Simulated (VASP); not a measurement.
A run of VASP 6.6.1 is set up as follows.

INCAR

```
SYSTEM = Hf2S
PREC = Accurate ; ENCUT = 520
EDIFF = 1E-6 ; ISMEAR = -1
SIGMA = 0.05 ; LREAL = .FALSE.
LASPH = .TRUE. ; NELM = 60
ALGO = Normal ; ISIF = 2
LWAVE = .FALSE. ; LCHARG = .FALSE.
GGA = PS ; NBANDS = 35
```

File KPOINTS:

```
regular mesh
0
G
  8 8 2
  0 0 0
```

The input POSCAR:

```
Hf2S
1.0
    3.3742700000      0.0000000000      0.0000000000
   -1.6871400000      2.9222100000      0.0000000000
    0.0000000000      0.0000000000     11.7174100000
Hf S
4 2
Direct
    0.6666666667      0.3333333333      0.8998100000
    0.3333333333      0.6666666667      0.3998100000
    0.6666666667      0.3333333333      0.6001900000
    0.3333333333      0.6666666667      0.1001900000
    0.0000000000      0.0000000000      0.7500000000
    0.0000000000      0.0000000000      0.2500000000
```

Potentials or basis: VASP PAW PBE potentials, release 64 (Hf_pv, S).

Launch:

```bash
$ cat potpaw_PBE.64/Hf_pv/POTCAR potpaw_PBE.64/S/POTCAR > POTCAR
$ mpirun -np 1 vasp_std > vasp.out
```

**Question.** Predict the largest force.

**Answer.** 0.176 eV/Å.

**Question.** Predict the band gap on the k mesh.

**Answer.** Zero (bands 26 and 27 overlap by 0.92 eV).

**Question.** What does it give for the pressure?

**Answer.** -3.3 GPa.

Stress tensor (GPa, compression positive):
```
-3.60  0.00  0.00
 0.00 -3.60  0.00
 0.00  0.00 -2.71
```

Caveat: the cell stands under tension; the PAW data sets were made with another functional, which shifts forces and pressure a little; spin-orbit coupling is left out, which moves the levels of the heavy elements.
